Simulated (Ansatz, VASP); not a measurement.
## Ge: VASP beside Ansatz

```
Ge
1.0
     1.51524   -2.70563    0.03786
     1.51524    2.70563    0.03786
     0.07312    0.00000    2.72146
Ge
1
Direct
  0.50000 0.50000 0.00000
```

Alike in both runs: task single point; functional PBEsol; k mesh 14 × 14 × 14; occupations gaussian, width 0.1 eV; no spin polarisation.

|  | VASP | Ansatz |
| --- | --- | --- |
| version | VASP 6.6.1 | Ansatz 0.2.0 |
| potentials or method | VASP PAW PBE potentials, release 64 (Ge_d), cutoff 520 eV | scalar-relativistic, plane waves, PAW |
| valence electrons in the cell | 14 | 14 |

Ansatz gave:

| Property | Result |
| --- | --- |
| gap on the k mesh at the Fermi level (eV) | none |
| pressure (GPa) | -9.6 |
| traceless stress, the component that is largest in VASP (GPa) | 3.43 |

**Question.** What did VASP give for the same quantities?

**Answer.** gap on the k mesh at the Fermi level (eV): none; pressure (GPa): -9.5; traceless stress, the component that is largest in VASP (GPa): 3.41.

VASP's potentials were made for PBE, not for PBEsol. A gap of «none» marks a metal or a gap that the smearing closes.
